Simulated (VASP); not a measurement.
Crystal: Pb2Se.

```
Pb Se
1.0
     4.04583    0.00000    0.00000
     0.00000    4.04583    0.00000
     0.00000    0.00000   11.66731
Pb Se
4 2
Direct
  0.00000 0.50000 0.12500
  0.00000 0.50000 0.62500
  0.50000 0.00000 0.37500
  0.50000 0.00000 0.87500
  0.00000 0.00000 0.00000
  0.50000 0.50000 0.50000
```

- Program: VASP 6.6.1
- Task: relaxation of cell and atoms
- Functional: PBE
- Potentials or basis: VASP PAW PBE potentials, release 64 (Pb_d, Se)
- Cutoff: 600 eV
- k mesh: 4 × 4 × 2
- Occupations: gaussian, width 0.1 eV
- Spin: no spin polarisation

At the start: pressure 17.5 GPa; volume 31.83 Å³/atom.

Where does the relaxation end?

Over 15 steps the energy falls by 774.1 meV/atom and the volume is 33.53 Å³/atom (+5.4 %); space group P4_2/nmc (No. 137, to 0.05 Å).

Step by step:
| step | energy change (eV) | largest force (eV/Å) | pressure (GPa) | volume (Å³) |
| --- | --- | --- | --- | --- |
| 1 | 0.0000 | 3.9880 | 17.46 | 190.98 |
| 2 | -2.6794 | 0.3806 | -4.17 | 303.80 |
| 3 | -3.5240 | 0.5870 | -0.79 | 254.78 |
| 4 | -3.5244 | 0.6290 | -0.62 | 253.39 |
| 5 | -3.6297 | 0.6257 | -0.65 | 248.85 |
| 6 | -3.9557 | 0.5650 | -0.86 | 235.42 |
| 7 | -4.3534 | 0.1928 | -0.84 | 209.35 |
| 8 | -4.3596 | 0.1084 | -0.64 | 204.17 |
| 9 | -4.4326 | 0.1581 | 1.63 | 191.93 |
| 10 | -4.4343 | 0.1619 | 1.30 | 193.41 |
| 11 | -4.5680 | 0.0471 | 0.76 | 196.66 |
| 12 | -4.6440 | 0.0444 | 0.03 | 201.21 |
| 13 | -4.6442 | 0.0434 | 0.01 | 201.36 |
| 14 | -4.6441 | 0.0422 | -0.02 | 201.49 |
| 15 | -4.6446 | 0.0059 | 0.09 | 201.20 |

Final structure:
```
Pb Se
1.0
     4.15564    0.00000    0.00000
     0.00000    4.15564    0.00000
     0.00000    0.00000   11.65093
Pb Se
4 2
Direct
  0.00000 0.50000 0.17531
  0.00000 0.50000 0.67531
  0.50000 0.00000 0.32469
  0.50000 0.00000 0.82469
  0.00000 0.00000 0.00000
  0.50000 0.50000 0.50000
```

Caveat: the k points lie up to 0.38 Å⁻¹ apart in the final cell.
